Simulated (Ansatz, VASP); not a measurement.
# TaN: VASP beside Ansatz

File INCAR:

```
PREC     = Accurate       # precision mode
ENCUT    = 520            # plane-wave cutoff, eV
EDIFF    = 1E-7           # SCF threshold, eV
ISMEAR   = 0              # smearing method
SIGMA    = 0.15           # smearing width, eV
LREAL    = False          # projectors in reciprocal space
LASPH    = True           # aspherical terms in the spheres
NELM     = 80             # most SCF steps
ALGO     = Normal         # electronic algorithm
ISIF     = 2              # what is computed and relaxed
LWAVE    = False          # write WAVECAR
LCHARG   = True           # write CHGCAR
GGA      = PS             # functional
LELF     = True           # ELF
LVHAR    = True         
NBANDS   = 24             # bands
```

Contents of KPOINTS:

```
Automatic mesh
0
Gamma
  18 18 8
```

Contents of POSCAR:

```
TaN
1.0
    2.9989913295      0.0000000000      0.0000000000
   -1.4994956648      2.5972026771      0.0000000000
    0.0000000000      0.0000000000      6.5581942394
Ta N
2 2
Direct
    0.3333333333      0.6666666667      0.0301041378
    0.6666666667      0.3333333333      0.5301041378
    0.3333333333      0.6666666667      0.3548958622
    0.6666666667      0.3333333333      0.8548958622
```

Input for Ansatz:

```yaml
crystal:
  lattice:
    - [2.9989913295, 0.0, 0.0]
    - [-1.4994956648, 2.5972026771, 0.0]
    - [0.0, 0.0, 6.5581942394]
  atoms:
    - { symbol: Ta, position: [0.3333333333, 0.6666666667, 0.0301041378] }
    - { symbol: Ta, position: [0.6666666667, 0.3333333333, 0.5301041378] }
    - { symbol: "N", position: [0.3333333333, 0.6666666667, 0.3548958622] }
    - { symbol: "N", position: [0.6666666667, 0.3333333333, 0.8548958622] }
basis:
  ecutwfc: 520.0
kpoints:
  mp_grid: { grid: [18, 18, 8] }
hamiltonian:
  xc: pbesol
  pseudopotentials: { kind: paw, azcp: { folder: soft_1 } }
scf:
  occupations: { method: gaussian, width: 0.15 }
output:
  forces: true
  stress: true
  eigenvalues: true
```

Alike in both runs: task single point; functional PBEsol; k mesh 18 × 18 × 8; occupations gaussian, width 0.15 eV; no spin polarisation.

```csv
,VASP,Ansatz
version,VASP 6.6.1,Ansatz 0.2.0
potentials or method,"VASP PAW PBE potentials, release 64 (Ta_pv, N), cutoff 520 eV","scalar-relativistic, plane waves, PAW"
valence electrons in the cell,32,36
```

|  | VASP | Ansatz | Ansatz less VASP |
| --- | --- | --- | --- |
| gap on the k mesh at the Fermi level (eV) | none | none | - |
| pressure (GPa) | -2.8 | -3.5 | -0.69 |
| traceless stress, the component that is largest in VASP (GPa) | -29.47 | -29.61 | -0.135 |
| rms of the force components (eV/Å) | 0.937 | 0.920 | -0.0177 |

VASP's potentials were made for PBE, not for PBEsol, and Ansatz warns of the same on its side. Atom by atom the forces differ by 0.018 eV/Å (rms over components). A gap of «none» marks a metal or a gap that the smearing closes. VASP's potentials hold 32 valence electrons a cell and Ansatz's 36, so a difference there can come from the potentials and not from the codes.

Neither program's run includes spin-orbit coupling.
